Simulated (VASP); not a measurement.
# Si4S (P6/mmm) in VASP: further runs

Si4S is run at these levels: PBE; tasks: single point, relaxation of cell and atoms.

Everything below comes from runs of VASP 6.6.1. Logs are shortened: lines on timing, memory, paths and dates and some standing lists are left out, and cuts for length are marked.

### 1 The cell of the first run

It takes space group P6/mmm (No. 191, hexagonal). Conventional cell: a = 4.033 Å, b = 4.033 Å, c = 6.697 Å, α = 90.00°, β = 90.00°, γ = 120.00°. Within 3.1 Å of Si (site symmetry 3m) lie 4 Si at 2.33 to 2.78 Å and 3 S at 3.04 Å. S (site symmetry 6/mmm) has 12 Si at 3.04 Å within 4.0 Å.

### 2 Single point, PBE

Input file INCAR:

```
SYSTEM = Si4S
PREC     = Accurate       ! precision mode
ENCUT    = 520            ! plane-wave cutoff, eV
EDIFF    = 1E-7           ! SCF threshold, eV
ISMEAR   = 0              ! smearing method
SIGMA    = 0.1            ! smearing width, eV
LREAL    = .FALSE.        ! projectors in reciprocal space
LASPH    = .TRUE.         ! aspherical terms in the spheres
NELM     = 100            ! most SCF steps
ALGO     = Normal         ! electronic algorithm
ISIF     = 2              ! what is computed and relaxed
LWAVE    = .FALSE.        ! write WAVECAR
LCHARG   = .FALSE.        ! write CHGCAR
GGA      = PE             ! functional
NBANDS   = 19             ! bands
```

Input file KPOINTS:

```
Automatic mesh
0
G
  12 12 6
  0 0 0
```

Input file POSCAR:

```
Si4S
1.0
    4.0334417140      0.0000000000      0.0000000000
   -2.0167208570      3.4930629891      0.0000000000
    0.0000000000      0.0000000000      6.6973102878
Si S
4 1
Direct
    0.3333333333      0.6666666667      0.7078976891
    0.6666666667      0.3333333333      0.7078976891
    0.6666666667      0.3333333333      0.2921023109
    0.3333333333      0.6666666667      0.2921023109
    0.0000000000      0.0000000000      0.0000000000
```

Potentials or basis: VASP PAW PBE potentials, release 64 (Si, S).

Run with:

```sh
$ cat potpaw_PBE.64/Si/POTCAR potpaw_PBE.64/S/POTCAR > POTCAR
$ mpirun -np 1 vasp_std > vasp.out
```

OUTCAR:

```text
SYSTEM = Si4S
   PREC = Accurate
   ENCUT = 520
   EDIFF = 1E-7
   ISMEAR = 0
   LREAL = .FALSE.
   LASPH = .TRUE.
   NELM = 100
   ISIF = 2
   GGA = PE

 ion  position               nearest neighbor table
   1  0.333  0.667  0.708-   2 2.33   2 2.33   2 2.33   4 2.78
   2  0.667  0.333  0.708-   1 2.33   1 2.33   1 2.33   3 2.78
   3  0.667  0.333  0.292-   4 2.33   4 2.33   4 2.33   2 2.78
   4  0.333  0.667  0.292-   3 2.33   3 2.33   3 2.33   1 2.78
   5  0.000  0.000  0.000-

  LATTYP: Found a hexagonal cell.
 ALAT       =     4.0334417140
 C/A-ratio  =     1.6604455358

  Lattice vectors:

 A1 = (   4.0334417140,   0.0000000000,   0.0000000000)
 A2 = (  -2.0167208570,   3.4930629891,   0.0000000000)
 A3 = (   0.0000000000,   0.0000000000,   6.6973102878)

Analysis of symmetry for initial positions (statically):
=====================================================================
 Subroutine PRICEL returns:
 Original cell was already a primitive cell.

 Routine SETGRP: Setting up the symmetry group for a
 hexagonal supercell.

 Subroutine GETGRP returns: Found 24 space group operations
 (whereof 24 operations were pure point group operations)
 out of a pool of 24 trial point group operations.

The static configuration has the point symmetry D_6h.

Analysis of symmetry for dynamics (positions and initial velocities):
=====================================================================
 Subroutine PRICEL returns:
 Original cell was already a primitive cell.

 Routine SETGRP: Setting up the symmetry group for a
 hexagonal supercell.

 Subroutine GETGRP returns: Found 24 space group operations
 (whereof 24 operations were pure point group operations)
 out of a pool of 24 trial point group operations.

The dynamic configuration has the point symmetry D_6h.

 Subroutine INISYM returns: Found 24 space group operations
 (whereof 24 operations are pure point group operations),
 and found     1 'primitive' translations

----------------------------------------------------------------------------------------

                                     Primitive cell

  volume of cell :      94.3588

  direct lattice vectors                    reciprocal lattice vectors
     4.033441714  0.000000000  0.000000000     0.247927222  0.143140848  0.000000000
    -2.016720857  3.493062989  0.000000000     0.000000000  0.286281697  0.000000000
     0.000000000  0.000000000  6.697310288     0.000000000  0.000000000  0.149313673

  length of vectors
     4.033441714  4.033441714  6.697310288     0.286281697  0.286281697  0.149313673

  position of ions in fractional coordinates (direct lattice)
     0.333333333  0.666666667  0.707897689
     0.666666667  0.333333333  0.707897689
     0.666666667  0.333333333  0.292102311
     0.333333333  0.666666667  0.292102311
     0.000000000  0.000000000  0.000000000

  ion indices of the primitive-cell ions
   primitive index   ion index
                 1           1
                 2           2
                 3           3
                 4           4
                 5           5

----------------------------------------------------------------------------------------

 KPOINTS: Automatic mesh

Automatic generation of k-mesh.
 Grid dimensions read from file:
 generate k-points for:   12   12    6

 Generating k-lattice:

  Cartesian coordinates                     Fractional coordinates (reciprocal lattice)
     0.020660602  0.011928404  0.000000000     0.083333333  0.000000000  0.000000000
     0.000000000  0.023856808  0.000000000     0.000000000  0.083333333  0.000000000
     0.000000000  0.000000000  0.024885612     0.000000000  0.000000000  0.166666667

  Length of vectors
     0.023856808  0.023856808  0.024885612

  Shift w.r.t. Gamma in fractional coordinates (k-lattice)
     0.000000000  0.000000000  0.000000000

 Subroutine IBZKPT returns following result:
 ===========================================

 Found     76 irreducible k-points:

 Following reciprocal coordinates:
            Coordinates               Weight
  0.000000  0.000000  0.000000      1.000000
  0.083333  0.000000  0.000000      6.000000
  0.166667  0.000000  0.000000      6.000000
  0.250000  0.000000  0.000000      6.000000
  0.333333  0.000000  0.000000      6.000000
  0.416667  0.000000  0.000000      6.000000
[... 16 lines left out ...]
  0.250000  0.000000  0.166667     12.000000
  0.333333  0.000000  0.166667     12.000000
 [... further k-points ...]
   k-points           NKPTS =     76   k-points in BZ     NKDIM =     76   number of bands    NBANDS=     19
   number of dos      NEDOS =    301   number of ions     NIONS =      5
   total plane-waves  NPLWV =  45000
   dimension x,y,z NGX =    30 NGY =   30 NGZ =   50
   dimension x,y,z NGXF=    60 NGYF=   60 NGZF=  100
   ions per type =               4   1
   NGX,Y,Z   is equivalent  to a cutoff of  12.37, 12.37, 12.41 a.u.
   NGXF,Y,Z  is equivalent  to a cutoff of  24.73, 24.73, 24.82 a.u.
 SYSTEM =  Si4S
   PREC   = accura    normal or accurate (medium, high low for compatibility)
   ISTART =      0    job   : 0-new  1-cont  2-samecut
   ICHARG =      2    charge: 1-file 2-atom 10-const
   ISPIN  =      1    spin polarized calculation?
   LNONCOLLINEAR =      F non collinear calculations
   LSORBIT =      F    spin-orbit coupling
   LASPH  =      T    aspherical Exc in radial PAW
   ENCUT  =  520.0 eV  38.22 Ry    6.18 a.u.   7.50  7.50 12.45*2*pi/ulx,y,z
   NELM   =    100;   NELMIN=  2; NELMDL= -5     # of ELM steps
   EDIFF  = 0.1E-06   stopping-criterion for ELM
   LREAL  =      F    real-space projection
   EDIFFG = 0.1E-05   stopping-criterion for IOM
   NSW    =      0    number of steps for IOM
   IBRION =     -1    ionic relax: 0-MD 1-quasi-New 2-CG
   NFREE  =      0    steps in history (QN), initial steepest desc. (CG)
   ISIF   =      2    stress and relaxation
   ISYM   =      2    0-nonsym 1-usesym 2-fastsym
   POTIM  = 0.5000    time-step for ionic-motion
   TEBEG  =    0.0;   TEEND  =   0.0 temperature during run
   PSTRESS=    0.0 pullay stress
   NELECT =      22.0000    total number of electrons
   NUPDOWN=      -1.0000    fix difference up-down
   EMIN   =  10.00;   EMAX   =-10.00  energy-range for DOS
   EFERMI =   0.00;   METHOD = LEGACY
   ISMEAR =     0;   SIGMA  =   0.10  broadening in eV -4-tet -1-fermi 0-gaus
   EFERMI_NEDOS =   21; number of points for ismear=-14 and -15
   IALGO  =     38    algorithm
   IMIX   =      4    mixing-type and parameters
     AMIX     =   0.40;   BMIX     =  1.00
     AMIX_MAG =   1.60;   BMIX_MAG =  1.00
  volume/ion in A,a.u.               =      18.87       127.35
  Fermi-wavevector in a.u.,A,eV,Ry     =   1.007600  1.904088 13.813422  1.015258
  Thomas-Fermi vector in A             =   2.140415
   LORBIT       =      0    0 simple, 1 ext, 2 COOP (PROOUT), +10 PAW based schemes
   GGA     = PE    functional components
   LHFCALC =     F    Hartree Fock is set to
   AEXX    =    0.0000 exact exchange contribution
   IVDW    =     0    specifies the selected vdW correction
   LEPSILON=     F    determine dielectric tensor
   LRPA    =     F    only Hartree local field effects (RPA)
 non-spin polarized calculation
 Gauss-broadening in eV      SIGMA  =   0.10
  energy-cutoff  :      520.00
  volume of cell :       94.36
 maximum number of plane-waves:      2565
 NGX is ok and might be reduce to    30
   NGX = 15   NGY = 15   NGZ = 25

 number of electron      22.0000001 magnetization

 Free energy of the ion-electron system (eV)
  ---------------------------------------------------
  ext. energy  EPLUGINS =         0.00000000
  ---------------------------------------------------
  free energy    TOTEN  =       -23.24125752 eV

  energy without entropy =      -23.23412098  energy(sigma->0) =      -23.23768925

 E-fermi :   6.5264     XC(G=0):  -9.8792

 val. band max:        6.5253069907   @ k =   0.4167   0.1667   0.0000
 cond. band min:       6.5300160264   @ k =   0.3333   0.2500   0.3333
 fundamental gap:      0.0047090357
 Fermi energy:         6.5264382964

 k-point     1 :       0.0000    0.0000    0.0000
  band No.  band energies     occupation
      1      -7.1658      2.00000
      2      -4.1638      2.00000
      3      -4.0045      2.00000
      4       3.1023      2.00000
      5       3.9524      2.00000
      6       3.9524      2.00000
[... 11 lines left out ...]
     18       9.2757      0.00000
     19       9.6519      0.00000

 k-point     2 :       0.0833    0.0000    0.0000
  band No.  band energies     occupation
      1      -7.1064      2.00000
      2      -4.1321      2.00000
      3      -3.9280      2.00000
      4       2.7239      2.00000
      5       3.1202      2.00000
      6       3.5538      2.00000
[... 11 lines left out ...]
     18       9.3580      0.00000
     19       9.9544      0.00000

 k-point     3 :       0.1667    0.0000    0.0000
  band No.  band energies     occupation
      1      -6.9333      2.00000
      2      -4.0445      2.00000
      3      -3.6998      2.00000
      4       1.5752      2.00000
      5       2.5766      2.00000
      6       3.0502      2.00000
[... 11 lines left out ...]
     18      10.0832      0.00000
     19      11.0388      0.00000

 k-point     4 :       0.2500    0.0000    0.0000
  band No.  band energies     occupation
      1      -6.6646      2.00000
      2      -3.9241      2.00000
      3      -3.3239      2.00000
      4       0.4278      2.00000
      5       2.1398      2.00000
      6       2.1421      2.00000
[... 407 lines left out ...]
     18      10.3524      0.00000
     19      10.8280      0.00000

 k-point    23 :       0.2500    0.0000    0.1667
  band No.  band energies     occupation
      1      -6.6289      2.00000
      2      -4.2689      2.00000
      3      -2.9515      2.00000
      4       0.5061      2.00000
      5       1.6949      2.00000
      6       2.5664      2.00000
[... 11 lines left out ...]
     18      11.1128      0.00000
     19      11.9488      0.00000

 k-point    24 :       0.3333    0.0000    0.1667
  band No.  band energies     occupation
      1      -6.3158      2.00000
      2      -3.9713      2.00000
      3      -2.6739      2.00000
      4      -0.4613      2.00000
      5       0.7959      2.00000
      6       2.1302      2.00000
[... 11 lines left out ...]
     18      12.0388      0.00000
     19      12.1325      0.00000

 [... further k-points ...]
[... 5 lines left out ...]
  --------------------------------------------------------------------------------------
  -------------------------------------------------------------------------------------
  Total       -0.0694910     -0.0694910     -0.0169858      0.0000000      0.0000000      0.0000000
  in kB       -1.1799309     -1.1799309     -0.2884117      0.0000000      0.0000000      0.0000000
  external PRESSURE =      -0.8827579 kB  Pullay stress =       0.0000000 kB

 VOLUME and BASIS-vectors are now :
 -----------------------------------------------------------------------------
  energy-cutoff  :      520.00
  volume of cell :       94.36
      direct lattice vectors                 reciprocal lattice vectors
     4.033441714  0.000000000  0.000000000     0.247927222  0.143140848  0.000000000
    -2.016720857  3.493062989  0.000000000     0.000000000  0.286281697  0.000000000
     0.000000000  0.000000000  6.697310288     0.000000000  0.000000000  0.149313673

 POSITION                                       TOTAL-FORCE (eV/Angst)
 -----------------------------------------------------------------------------------
     -0.00000      2.32871      4.74101         0.000000     -0.000000     -0.000726
      2.01672      1.16435      4.74101        -0.000000      0.000000     -0.000726
      2.01672      1.16435      1.95630        -0.000000     -0.000000      0.000726
     -0.00000      2.32871      1.95630         0.000000      0.000000      0.000726
      0.00000      0.00000      0.00000        -0.000000     -0.000000      0.000000
 -----------------------------------------------------------------------------------
    total drift:                               -0.000000     -0.000000      0.000000

  FREE ENERGIE OF THE ION-ELECTRON SYSTEM (eV)
  ---------------------------------------------------
  free  energy   TOTEN  =       -23.2412575217 eV

  energy  without entropy=      -23.2341209764  energy(sigma->0) =      -23.23768925
```

Wall time 1.8 min (1 thread of Intel Xeon Platinum 8259CL at 2.50GHz (Skylake/Cascade Lake), shared host); peak memory 0.26 GiB.

Results:

```yaml
Free_energy: -23.2413 eV
Pressure: -0.1 GPa
Band_gap_on_the_k_mesh: zero (band 11 reaches 7.68 eV, above the bottom of band 12 at 5.13 eV)
```

### 3 Single point, PBE

Input file INCAR:

```
PREC = Accurate
ENCUT = 520
EDIFF = 1E-7
ISMEAR = 0
SIGMA = 0.1
LREAL = F
LASPH = T
NELM = 100
ALGO = Normal
ISIF = 2
LWAVE = F
LCHARG = F
GGA = PE
NBANDS = 19
```

Input file KPOINTS:

```
Automatic mesh
0
Gamma
  12 12 6
```

POSCAR is that of step 2.

Potentials or basis: VASP PAW PBE potentials, release 64 (Si, S).

Run with:

```sh
$ cat potpaw_PBE.64/Si/POTCAR potpaw_PBE.64/S/POTCAR > POTCAR
$ mpirun -np 1 vasp_std > vasp.out
```

OUTCAR:

```text
PREC = Accurate
   ENCUT = 520
   EDIFF = 1E-7
   ISMEAR = 0
   LREAL = F
   LASPH = T
   NELM = 100
   ISIF = 2
   GGA = PE

 ion  position               nearest neighbor table
   1  0.333  0.667  0.708-   2 2.33   2 2.33   2 2.33   4 2.78
   2  0.667  0.333  0.708-   1 2.33   1 2.33   1 2.33   3 2.78
   3  0.667  0.333  0.292-   4 2.33   4 2.33   4 2.33   2 2.78
   4  0.333  0.667  0.292-   3 2.33   3 2.33   3 2.33   1 2.78
   5  0.000  0.000  0.000-

  LATTYP: Found a hexagonal cell.
[... 724 lines left out ...]

 [... further k-points ...]
[... 5 lines left out ...]
  --------------------------------------------------------------------------------------
  -------------------------------------------------------------------------------------
  Total       -0.0694910     -0.0694910     -0.0169858      0.0000000      0.0000000      0.0000000
  in kB       -1.1799309     -1.1799309     -0.2884117      0.0000000      0.0000000      0.0000000
  external PRESSURE =      -0.8827579 kB  Pullay stress =       0.0000000 kB

 VOLUME and BASIS-vectors are now :
 -----------------------------------------------------------------------------
  energy-cutoff  :      520.00
  volume of cell :       94.36
      direct lattice vectors                 reciprocal lattice vectors
     4.033441714  0.000000000  0.000000000     0.247927222  0.143140848  0.000000000
    -2.016720857  3.493062989  0.000000000     0.000000000  0.286281697  0.000000000
     0.000000000  0.000000000  6.697310288     0.000000000  0.000000000  0.149313673

 POSITION                                       TOTAL-FORCE (eV/Angst)
 -----------------------------------------------------------------------------------
     -0.00000      2.32871      4.74101         0.000000     -0.000000     -0.000726
      2.01672      1.16435      4.74101        -0.000000      0.000000     -0.000726
      2.01672      1.16435      1.95630        -0.000000     -0.000000      0.000726
     -0.00000      2.32871      1.95630         0.000000      0.000000      0.000726
      0.00000      0.00000      0.00000        -0.000000     -0.000000      0.000000
 -----------------------------------------------------------------------------------
    total drift:                               -0.000000     -0.000000      0.000000

  FREE ENERGIE OF THE ION-ELECTRON SYSTEM (eV)
  ---------------------------------------------------
  free  energy   TOTEN  =       -23.2412575217 eV

  energy  without entropy=      -23.2341209764  energy(sigma->0) =      -23.23768925
```

OSZICAR:

```text
N       E                     dE             d eps       ncg     rms          rms(c)
DAV:   1     0.475640243076E+02    0.47564E+02   -0.87676E+03  2888   0.961E+02
DAV:   2    -0.198440778921E+02   -0.67408E+02   -0.65044E+02  3714   0.143E+02
DAV:   3    -0.235442043390E+02   -0.37001E+01   -0.36230E+01  3711   0.290E+01
DAV:   4    -0.235926648466E+02   -0.48461E-01   -0.48352E-01  3785   0.397E+00
DAV:   5    -0.235932543883E+02   -0.58954E-03   -0.58940E-03  3618   0.448E-01    0.812E+00
DAV:   6    -0.233447700204E+02    0.24848E+00   -0.21851E-01  3395   0.179E+00    0.497E+00
DAV:   7    -0.232437459260E+02    0.10102E+00   -0.20244E-01  3347   0.232E+00    0.546E-01
DAV:   8    -0.232413413983E+02    0.24045E-02   -0.37216E-02  3231   0.103E+00    0.263E-01
DAV:   9    -0.232411460839E+02    0.19531E-03   -0.38797E-03  3672   0.322E-01    0.130E-01
DAV:  10    -0.232411950069E+02   -0.48923E-04   -0.81385E-04  3445   0.131E-01    0.568E-02
DAV:  11    -0.232412480158E+02   -0.53009E-04   -0.12551E-04  3395   0.631E-02    0.173E-02
DAV:  12    -0.232412564524E+02   -0.84366E-05   -0.22891E-05  3423   0.256E-02    0.528E-03
DAV:  13    -0.232412573491E+02   -0.89673E-06   -0.53528E-06  3415   0.124E-02    0.235E-03
DAV:  14    -0.232412575512E+02   -0.20207E-06   -0.36201E-07  3748   0.317E-03    0.614E-04
DAV:  15    -0.232412575217E+02    0.29473E-07   -0.42569E-08  2184   0.107E-03
   1 F= -.23241258E+02 E0= -.23237689E+02  d E =-.713655E-02
```

Wall time 1.8 min (1 thread of Intel Xeon Platinum 8259CL at 2.50GHz (Skylake/Cascade Lake), shared host); peak memory 0.26 GiB.

Results:

| Property | Result |
| --- | --- |
| Free energy | -23.2413 eV |
| Pressure | -0.1 GPa |
| Band gap on the k mesh | zero (band 11 reaches 7.68 eV, above the bottom of band 12 at 5.13 eV) |

(Continued in part 2 of 2.)
